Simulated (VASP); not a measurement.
# Sn (Im-3m) in VASP: notebook

Runs on Sn. Level: BLYP. Tasks: single point.

Everything below comes from runs of VASP 6.6.1. Logs are shortened: lines on timing, memory, paths and dates and some standing lists are left out, and cuts for length are marked.

### 1 The cell of the first run

Symmetry: Im-3m, No. 229, cubic system. The conventional cell has a = 3.940 Å, b = 3.940 Å, c = 3.940 Å, α = 90.00°, β = 90.00°, γ = 90.00°. Within 4.5 Å of Sn (site symmetry m-3m) lie 14 Sn at 3.41 to 3.94 Å.

This isn't the form of Sn at room conditions, which is tetragonal (white tin).

### 2 Single point, BLYP

INCAR reads:

```
SYSTEM = Sn
PREC = Accurate ; ENCUT = 520
EDIFF = 1E-6 ; ISMEAR = -1
SIGMA = 0.1 ; LREAL = .False.
LASPH = .True. ; NELM = 100
ALGO = Normal ; ISIF = 2
LWAVE = .False. ; LCHARG = .True.
GGA = B5 ; ALDAX = 1.0
AGGAX = 1.0 ; AGGAC = 1.0
ALDAC = 0.0 ; LELF = .True.
LVHAR = .True. ; NBANDS = 13
```

KPOINTS reads:

```
Automatic mesh
0
Gamma
  12 12 12
  0 0 0
```

POSCAR reads:

```
Sn
1.0
   -1.9698513872      1.9698513872      1.9698513872
    1.9698513872     -1.9698513872      1.9698513872
    1.9698513872      1.9698513872     -1.9698513872
Sn
1
Direct
    0.0000000000      0.0000000000      0.0000000000
```

Potentials or basis: VASP PAW PBE potentials, release 64 (Sn_d).

Command:

```bash
$ cat potpaw_PBE.64/Sn_d/POTCAR > POTCAR
$ mpirun -np 1 vasp_std > vasp.out
```

OUTCAR:

```text
SYSTEM = Sn
   PREC = Accurate
   ENCUT = 520
   EDIFF = 1E-6
   ISMEAR = -1
   LREAL = .False.
   LASPH = .True.
   NELM = 100
   ISIF = 2
   GGA = B5

 ion  position               nearest neighbor table
   1  0.000  0.000  0.000-

  LATTYP: Found a body centered cubic cell.
 ALAT       =     3.9397027744

  Lattice vectors:

 A1 = (  -1.9698513872,   1.9698513872,   1.9698513872)
 A2 = (   1.9698513872,  -1.9698513872,   1.9698513872)
 A3 = (   1.9698513872,   1.9698513872,  -1.9698513872)

Analysis of symmetry for initial positions (statically):
=====================================================================
 Subroutine PRICEL returns:
 Original cell was already a primitive cell.

 Routine SETGRP: Setting up the symmetry group for a
 body centered cubic supercell.

 Subroutine GETGRP returns: Found 48 space group operations
 (whereof 48 operations were pure point group operations)
 out of a pool of 48 trial point group operations.

The static configuration has the point symmetry O_h .

Analysis of symmetry for dynamics (positions and initial velocities):
=====================================================================
 Subroutine PRICEL returns:
 Original cell was already a primitive cell.

 Routine SETGRP: Setting up the symmetry group for a
 body centered cubic supercell.

 Subroutine GETGRP returns: Found 48 space group operations
 (whereof 48 operations were pure point group operations)
 out of a pool of 48 trial point group operations.

The dynamic configuration has the point symmetry O_h .

 Subroutine INISYM returns: Found 48 space group operations
 (whereof 48 operations are pure point group operations),
 and found     1 'primitive' translations

----------------------------------------------------------------------------------------

                                     Primitive cell

  volume of cell :      30.5746

  direct lattice vectors                    reciprocal lattice vectors
    -1.969851387  1.969851387  1.969851387     0.000000000  0.253826255  0.253826255
     1.969851387 -1.969851387  1.969851387     0.253826255  0.000000000  0.253826255
     1.969851387  1.969851387 -1.969851387     0.253826255  0.253826255  0.000000000

  length of vectors
     3.411882686  3.411882686  3.411882686     0.358964532  0.358964532  0.358964532

  position of ions in fractional coordinates (direct lattice)
     0.000000000  0.000000000  0.000000000

  ion indices of the primitive-cell ions
   primitive index   ion index
                 1           1

----------------------------------------------------------------------------------------

 KPOINTS: Automatic mesh

Automatic generation of k-mesh.
 Grid dimensions read from file:
 generate k-points for:   12   12   12

 Generating k-lattice:

  Cartesian coordinates                     Fractional coordinates (reciprocal lattice)
     0.000000000  0.021152188  0.021152188     0.083333333  0.000000000  0.000000000
     0.021152188  0.000000000  0.021152188     0.000000000  0.083333333  0.000000000
     0.021152188  0.021152188  0.000000000     0.000000000  0.000000000  0.083333333

  Length of vectors
     0.029913711  0.029913711  0.029913711

  Shift w.r.t. Gamma in fractional coordinates (k-lattice)
     0.000000000  0.000000000  0.000000000

 Subroutine IBZKPT returns following result:
 ===========================================

 Found     72 irreducible k-points:

 Following reciprocal coordinates:
            Coordinates               Weight
  0.000000  0.000000  0.000000      1.000000
  0.083333  0.000000  0.000000     12.000000
  0.166667  0.000000  0.000000     12.000000
  0.250000  0.000000  0.000000     12.000000
  0.333333  0.000000  0.000000     12.000000
  0.416667  0.000000  0.000000     12.000000
[... 16 lines left out ...]
  0.333333  0.083333  0.083333     24.000000
  0.416667  0.083333  0.083333     12.000000
 [... further k-points ...]
   k-points           NKPTS =     72   k-points in BZ     NKDIM =     72   number of bands    NBANDS=     13
   number of dos      NEDOS =    301   number of ions     NIONS =      1
   total plane-waves  NPLWV =  21952
   dimension x,y,z NGX =    28 NGY =   28 NGZ =   28
   dimension x,y,z NGXF=    56 NGYF=   56 NGZF=   56
   ions per type =               1
   NGX,Y,Z   is equivalent  to a cutoff of  13.64, 13.64, 13.64 a.u.
   NGXF,Y,Z  is equivalent  to a cutoff of  27.29, 27.29, 27.29 a.u.
 SYSTEM =  Sn
   PREC   = accura    normal or accurate (medium, high low for compatibility)
   ISTART =      0    job   : 0-new  1-cont  2-samecut
   ICHARG =      2    charge: 1-file 2-atom 10-const
   ISPIN  =      1    spin polarized calculation?
   LNONCOLLINEAR =      F non collinear calculations
   LSORBIT =      F    spin-orbit coupling
   LASPH  =      T    aspherical Exc in radial PAW
   ENCUT  =  520.0 eV  38.22 Ry    6.18 a.u.   6.34  6.34  6.34*2*pi/ulx,y,z
   NELM   =    100;   NELMIN=  2; NELMDL= -5     # of ELM steps
   EDIFF  = 0.1E-05   stopping-criterion for ELM
   LREAL  =      F    real-space projection
   EDIFFG = 0.1E-04   stopping-criterion for IOM
   NSW    =      0    number of steps for IOM
   IBRION =     -1    ionic relax: 0-MD 1-quasi-New 2-CG
   NFREE  =      0    steps in history (QN), initial steepest desc. (CG)
   ISIF   =      2    stress and relaxation
   ISYM   =      2    0-nonsym 1-usesym 2-fastsym
   POTIM  = 0.5000    time-step for ionic-motion
   TEBEG  =    0.0;   TEEND  =   0.0 temperature during run
   PSTRESS=    0.0 pullay stress
   NELECT =      14.0000    total number of electrons
   NUPDOWN=      -1.0000    fix difference up-down
   EMIN   =  10.00;   EMAX   =-10.00  energy-range for DOS
   EFERMI =   0.00;   METHOD = LEGACY
   ISMEAR =    -1;   SIGMA  =   0.10  broadening in eV -4-tet -1-fermi 0-gaus
   EFERMI_NEDOS =   21; number of points for ismear=-14 and -15
   IALGO  =     38    algorithm
   IMIX   =      4    mixing-type and parameters
     AMIX     =   0.40;   BMIX     =  1.00
     AMIX_MAG =   1.60;   BMIX_MAG =  1.00
  volume/ion in A,a.u.               =      30.57       206.33
  Fermi-wavevector in a.u.,A,eV,Ry     =   1.261820  2.384494 21.663054  1.592190
  Thomas-Fermi vector in A             =   2.395260
   LORBIT       =      0    0 simple, 1 ext, 2 COOP (PROOUT), +10 PAW based schemes
   GGA     = B5    functional components
   LHFCALC =     F    Hartree Fock is set to
   AEXX    =    0.0000 exact exchange contribution
   IVDW    =     0    specifies the selected vdW correction
   LEPSILON=     F    determine dielectric tensor
   LRPA    =     F    only Hartree local field effects (RPA)
 non-spin polarized calculation
  energy-cutoff  :      520.00
  volume of cell :       30.57
 maximum number of plane-waves:       856
 NGX is ok and might be reduce to    28
   NGX = 13   NGY = 13   NGZ = 13

 number of electron      13.9999995 magnetization

 Free energy of the ion-electron system (eV)
  ---------------------------------------------------
  ext. energy  EPLUGINS =         0.00000000
  ---------------------------------------------------
  free energy    TOTEN  =        -2.95115523 eV

  energy without entropy =       -2.92754562  energy(sigma->0) =       -2.93935043

 E-fermi :   7.2455     XC(G=0):  -9.2194

 val. band max:        7.2243773237   @ k =  -0.3333   0.5000   0.0833
 cond. band min:       7.2621206355   @ k =   0.2500   0.2500   0.0000
 fundamental gap:      0.0377433117
 Fermi energy:         7.2454832865

 k-point     1 :       0.0000    0.0000    0.0000
  band No.  band energies     occupation
      1     -14.2886      2.00000
      2     -14.2886      2.00000
      3     -14.2886      2.00000
      4     -14.1897      2.00000
      5     -14.1897      2.00000
      6      -3.0998      2.00000
      7      13.8801      0.00000
      8      13.8801      0.00000
      9      13.8801      0.00000
     10      19.1741      0.00000
     11      19.1741      0.00000
     12      19.1742      0.00000
     13      19.3776      0.00000

 k-point     2 :       0.0833    0.0000    0.0000
  band No.  band energies     occupation
      1     -14.2906      2.00000
      2     -14.2852      2.00000
      3     -14.2784      2.00000
      4     -14.1920      2.00000
      5     -14.1901      2.00000
      6      -2.9646      2.00000
      7      12.8515      0.00000
      8      13.4406      0.00000
      9      13.7575      0.00000
     10      17.8284      0.00000
     11      18.0376      0.00000
     12      19.0285      0.00000
     13      19.8230      0.00000

 k-point     3 :       0.1667    0.0000    0.0000
  band No.  band energies     occupation
      1     -14.2961      2.00000
      2     -14.2769      2.00000
      3     -14.2501      2.00000
      4     -14.1977      2.00000
      5     -14.1911      2.00000
      6      -2.5600      2.00000
      7      10.7201      0.00000
      8      12.5316      0.00000
      9      13.4178      0.00000
     10      16.6623      0.00000
     11      17.0401      0.00000
     12      18.8639      0.00000
     13      20.2454      0.00000
[... 305 lines left out ...]
 k-point    23 :       0.3333    0.0833    0.0833
  band No.  band energies     occupation
      1     -14.3075      2.00000
      2     -14.2632      2.00000
      3     -14.1980      2.00000
      4     -14.1948      2.00000
      5     -14.1538      2.00000
      6       0.3053      2.00000
      7       4.6288      2.00000
      8       9.0108      0.00000
      9      10.5159      0.00000
     10      16.9177      0.00000
     11      17.5119      0.00000
     12      21.1936      0.00000
     13      22.3921      0.00000

 k-point    24 :       0.4167    0.0833    0.0833
  band No.  band energies     occupation
      1     -14.3090      2.00000
      2     -14.2620      2.00000
      3     -14.1956      2.00000
      4     -14.1950      2.00000
      5     -14.1478      2.00000
      6       0.9427      2.00000
      7       3.7561      2.00000
      8       8.8298      0.00000
      9      10.4006      0.00000
     10      16.8179      0.00000
     11      17.4434      0.00000
     12      21.7256      0.00000
     13      22.9266      0.00000

 [... further k-points ...]

------------------------ aborting loop because EDIFF is reached ----------------------------------------

  FORCE on cell =-STRESS in cart. coord.  units (eV):
  Direction    XX          YY          ZZ          XY          YZ          ZX
  --------------------------------------------------------------------------------------
  -------------------------------------------------------------------------------------
  Total       -0.0027281     -0.0027281     -0.0027281     -0.0000000     -0.0000000      0.0000000
  in kB       -0.1429596     -0.1429596     -0.1429596     -0.0000000     -0.0000000      0.0000000
  external PRESSURE =      -0.1429596 kB  Pullay stress =       0.0000000 kB

 VOLUME and BASIS-vectors are now :
 -----------------------------------------------------------------------------
  energy-cutoff  :      520.00
  volume of cell :       30.57
      direct lattice vectors                 reciprocal lattice vectors
    -1.969851387  1.969851387  1.969851387     0.000000000  0.253826255  0.253826255
     1.969851387 -1.969851387  1.969851387     0.253826255  0.000000000  0.253826255
     1.969851387  1.969851387 -1.969851387     0.253826255  0.253826255  0.000000000

 POSITION                                       TOTAL-FORCE (eV/Angst)
 -----------------------------------------------------------------------------------
      0.00000      0.00000      0.00000        -0.000000     -0.000000      0.000000
 -----------------------------------------------------------------------------------
    total drift:                               -0.000000     -0.000000     -0.000000

  FREE ENERGIE OF THE ION-ELECTRON SYSTEM (eV)
  ---------------------------------------------------
  free  energy   TOTEN  =        -2.9511552326 eV

  energy  without entropy=       -2.9275456247  energy(sigma->0) =       -2.93935043
```

Run time: 32 s. Hardware: 1 thread of Intel Xeon Platinum 8259CL at 2.50GHz (Skylake/Cascade Lake), shared host; peak memory 0.17 GiB.

What came out:

```yaml
Free_energy: -2.9512 eV
Pressure: 0.0 GPa
Band_gap_on_the_k_mesh: zero (bands 7 and 8 overlap by 8.69 eV)
```

Caveat: the PAW data sets were made with another functional, which shifts forces and pressure a little; spin-orbit coupling is left out, which moves the levels of the heavy elements.

### 3 Single point, BLYP (26.91 Å³/atom)

This run uses another cell than the first one, of 26.91 Å³/atom.

INCAR reads:

```
PREC     = Accurate       # precision mode
ENCUT    = 520            # plane-wave cutoff, eV
EDIFF    = 1E-6           # SCF threshold, eV
ISMEAR   = -1             # smearing method
SIGMA    = 0.1            # smearing width, eV
LREAL    = F              # projectors in reciprocal space
LASPH    = T              # aspherical terms in the spheres
NELM     = 100            # most SCF steps
ALGO     = Normal         # electronic algorithm
ISIF     = 2              # what is computed and relaxed
LWAVE    = F              # write WAVECAR
LCHARG   = F              # write CHGCAR
GGA      = B5             # functional
ALDAX    = 1.0          
AGGAX    = 1.0          
AGGAC    = 1.0          
ALDAC    = 0.0          
NBANDS   = 13             # bands
```

KPOINTS reads:

```
regular mesh
0
Gamma
  13 13 13
```

POSCAR reads:

```
Sn
1.0
   -1.8876770105      1.8876770105      1.8876770105
    1.8876770105     -1.8876770105      1.8876770105
    1.8876770105      1.8876770105     -1.8876770105
Sn
1
Direct
    0.0000000000      0.0000000000      0.0000000000
```

Potentials or basis: VASP PAW PBE potentials, release 64 (Sn_d).

Command:

```bash
$ cat potpaw_PBE.64/Sn_d/POTCAR > POTCAR
$ mpirun -np 1 vasp_std > vasp.out
```

Run time: 18 s. Hardware: 1 thread of Intel Xeon Platinum 8259CL at 2.50GHz (Skylake/Cascade Lake), shared host; peak memory 0.15 GiB.

It converged, with:

```
Free energy            : -2.8883 eV
Pressure               : 6.2 GPa
Band gap on the k mesh : zero (bands 7 and 8 overlap by 10.07 eV)
```

Levels at points of the mesh, in eV from the Fermi level:
```
           k point  band 4  band 5  band 6  band 7  band 8  band 9  band 10  band 11
(0.00, 0.00, 0.00)  -21.38  -21.38  -11.13    7.83    7.83    7.83    12.48    12.48
```

Caveat: the cell stands under pressure; the PAW data sets were made with another functional, which shifts forces and pressure a little; spin-orbit coupling is left out, which moves the levels of the heavy elements.

### 4 Single point, BLYP (28.13 Å³/atom)

This run uses another cell than the first one, of 28.13 Å³/atom.

INCAR reads:

```
SYSTEM = Sn
  PREC = Accurate
  ENCUT = 520
  EDIFF = 1E-6
  ISMEAR = -1
  SIGMA = 0.1
  LREAL = .False.
  LASPH = .True.
  NELM = 100
  ALGO = Normal
  ISIF = 2
  LWAVE = .False.
  LCHARG = .True.
  GGA = B5
  ALDAX = 1.0
  AGGAX = 1.0
  AGGAC = 1.0
  ALDAC = 0.0
  LELF = .True.
  LVHAR = .True.
  NBANDS = 13
```

KPOINTS reads:

```
regular mesh
0
Gamma
  13 13 13
  0 0 0
```

POSCAR reads:

```
Sn
1.0
   -1.9158554485      1.9158554485      1.9158554485
    1.9158554485     -1.9158554485      1.9158554485
    1.9158554485      1.9158554485     -1.9158554485
Sn
1
Direct
    0.0000000000      0.0000000000      0.0000000000
```

Potentials or basis: VASP PAW PBE potentials, release 64 (Sn_d).

Command:

```bash
$ cat potpaw_PBE.64/Sn_d/POTCAR > POTCAR
$ mpirun -np 1 vasp_std > vasp.out
```

OUTCAR:

```text
SYSTEM = Sn
   PREC = Accurate
   ENCUT = 520
   EDIFF = 1E-6
   ISMEAR = -1
   LREAL = .False.
   LASPH = .True.
   NELM = 100
   ISIF = 2
   GGA = B5

 ion  position               nearest neighbor table
   1  0.000  0.000  0.000-

  LATTYP: Found a body centered cubic cell.
 ALAT       =     3.8317108970

  Lattice vectors:

 A1 = (  -1.9158554485,   1.9158554485,   1.9158554485)
 A2 = (   1.9158554485,  -1.9158554485,   1.9158554485)
[... 563 lines left out ...]
     13      22.9331      0.00000

 [... further k-points ...]

------------------------ aborting loop because EDIFF is reached ----------------------------------------

  FORCE on cell =-STRESS in cart. coord.  units (eV):
  Direction    XX          YY          ZZ          XY          YZ          ZX
  --------------------------------------------------------------------------------------
  -------------------------------------------------------------------------------------
  Total        0.6458612      0.6458612      0.6458612     -0.0000000      0.0000000      0.0000000
  in kB       36.7876101     36.7876101     36.7876101     -0.0000000      0.0000000      0.0000000
  external PRESSURE =      36.7876101 kB  Pullay stress =       0.0000000 kB

 VOLUME and BASIS-vectors are now :
 -----------------------------------------------------------------------------
  energy-cutoff  :      520.00
  volume of cell :       28.13
      direct lattice vectors                 reciprocal lattice vectors
    -1.915855448  1.915855448  1.915855448     0.000000000  0.260980024  0.260980024
     1.915855448 -1.915855448  1.915855448     0.260980024  0.000000000  0.260980024
     1.915855448  1.915855448 -1.915855448     0.260980024  0.260980024  0.000000000

 POSITION                                       TOTAL-FORCE (eV/Angst)
 -----------------------------------------------------------------------------------
      0.00000      0.00000      0.00000         0.000000     -0.000000      0.000000
 -----------------------------------------------------------------------------------
    total drift:                               -0.000000     -0.000000     -0.000000

  FREE ENERGIE OF THE ION-ELECTRON SYSTEM (eV)
  ---------------------------------------------------
  free  energy   TOTEN  =        -2.9263802133 eV

  energy  without entropy=       -2.9049837947  energy(sigma->0) =       -2.91568200
```

OSZICAR:

```text
N       E                     dE             d eps       ncg     rms          rms(c)
DAV:   1     0.824611895850E+02    0.82461E+02   -0.72422E+03  2214   0.158E+03
DAV:   2     0.298548567157E+01   -0.79476E+02   -0.77214E+02  2299   0.341E+02
DAV:   3    -0.280989067772E+01   -0.57954E+01   -0.57768E+01  2614   0.740E+01
DAV:   4    -0.293432976385E+01   -0.12444E+00   -0.12441E+00  2562   0.117E+01
DAV:   5    -0.293862603264E+01   -0.42963E-02   -0.42961E-02  2949   0.212E+00    0.118E+00
DAV:   6    -0.292824308742E+01    0.10383E-01   -0.14893E-02  2729   0.213E+00    0.617E-01
DAV:   7    -0.292634448537E+01    0.18986E-02   -0.74754E-03  2734   0.141E+00    0.111E-01
DAV:   8    -0.292638249649E+01   -0.38011E-04   -0.75511E-04  2684   0.424E-01    0.285E-02
DAV:   9    -0.292637681282E+01    0.56837E-05   -0.24123E-05  2752   0.762E-02    0.132E-02
DAV:  10    -0.292638008119E+01   -0.32684E-05   -0.56042E-06  2569   0.205E-02    0.317E-03
DAV:  11    -0.292638021333E+01   -0.13214E-06   -0.72246E-08  1547   0.292E-03
   1 F= -.29263802E+01 E0= -.29156820E+01  d E =-.213964E-01
```

It took 35 s on 1 thread of Intel Xeon Platinum 8259CL at 2.50GHz (Skylake/Cascade Lake), shared host; peak memory 0.17 GiB.

What came out:

```
Free energy            : -2.9264 eV
Pressure               : 3.7 GPa
Band gap on the k mesh : zero (bands 7 and 8 overlap by 9.53 eV)
```

Caveat: the cell stands under pressure; the PAW data sets were made with another functional, which shifts forces and pressure a little; spin-orbit coupling is left out, which moves the levels of the heavy elements.

### 5 The runs side by side

```tsv
cell	k mesh	gap on the mesh (eV)	pressure (GPa)
a = 3.412 Å, angles 109.5°, 1 atom	12 × 12 × 12	none	0.0
a = 3.270 Å, angles 109.5°, 1 atom	13 × 13 × 13	none	6.2
a = 3.318 Å, angles 109.5°, 1 atom	13 × 13 × 13	none	3.7
```

Alike in all rows: task single point; level BLYP; potentials or basis VASP PAW PBE potentials, release 64 (Sn_d); no spin polarisation; cutoff (eV) 520; smearing fermi-dirac 0.1 eV.

Caveats: the PAW data sets were made with another functional, which shifts forces and pressure a little; spin-orbit coupling is left out, which moves the levels of the heavy elements; the cell stands under pressure (at least some runs).

Absolute energies hang on the potentials; compare differences alone.

The gap in the log of VASP goes by the Fermi energy; the results here count the filled bands.